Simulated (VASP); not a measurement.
Set up this calculation in VASP 6.6.1, as the native input.

| Quantity | Value |
| --- | --- |
| Task | relaxation of cell and atoms |
| Functional | PBE |
| Potentials or basis | VASP PAW PBE potentials, release 64 (Ba_sv, P) |
| Cutoff | 600 eV |
| k mesh | 8 × 8 × 8 |
| Occupations | gaussian, width 0.1 eV |
| Spin | no spin polarisation |
| Dipole correction | no |
| Further INCAR settings | ALGO = Normal; EDIFF = 1e-07; IBRION = 2; EDIFFG = -0.01; NSW = 100; ISIF = 3 |

The structure of BaP4 lies in POSCAR:

```
BaP4
1.0
    4.7524086727      0.0000000000      0.0000000000
    0.0000000000      4.7524086727      0.0000000000
    0.0000000000      0.0000000000      4.7524086727
Ba P
1 4
Direct
    0.0000000000      0.0000000000      0.0000000000
    0.0000000000      0.5000000000      0.5000000000
    0.5000000000      0.0000000000      0.5000000000
    0.5000000000      0.5000000000      0.0000000000
    0.5000000000      0.5000000000      0.5000000000
```

The input as run:

INCAR

```
SYSTEM = BaP4
PREC = Accurate
ENCUT = 600
EDIFF = 1E-7
ISMEAR = 0
SIGMA = 0.1
LREAL = .FALSE.
LASPH = .TRUE.
NELM = 100
ALGO = Normal
ISIF = 3
LWAVE = .FALSE.
LCHARG = .FALSE.
GGA = PE
IBRION = 2
NSW = 100
EDIFFG = -0.01
```

KPOINTS

```
Automatic mesh
0
G
  8 8 8
  0 0 0
```

Potentials or basis: VASP PAW PBE potentials, release 64 (Ba_sv, P).

Command:

```bash
$ cat potpaw_PBE.64/Ba_sv/POTCAR potpaw_PBE.64/P/POTCAR > POTCAR
$ mpirun -np 1 vasp_std > vasp.out
```

Results of the run:

* Relaxed volume: 21.62 Å³/atom
* Relaxed cell: a = 4.764 Å, b = 4.764 Å, c = 4.764 Å, α = 90.00°, β = 90.00°, γ = 90.00°
* Space group after relaxing (to 0.05 Å): Pm-3m (No. 221)
* Energy gained by relaxing: 0.1 meV/atom
* Ionic steps: 2
* Pressure after relaxing: -0.1 GPa
* Band gap on the k mesh: zero (band 15 reaches 6.27 eV, above the bottom of band 16 at 4.71 eV)

Caveat: spin-orbit coupling is left out, which moves the levels of the heavy elements.

Run time: 78 s on 1 thread of AMD EPYC 9R14 (Zen 4), on a shared host, peak memory 0.27 GiB.
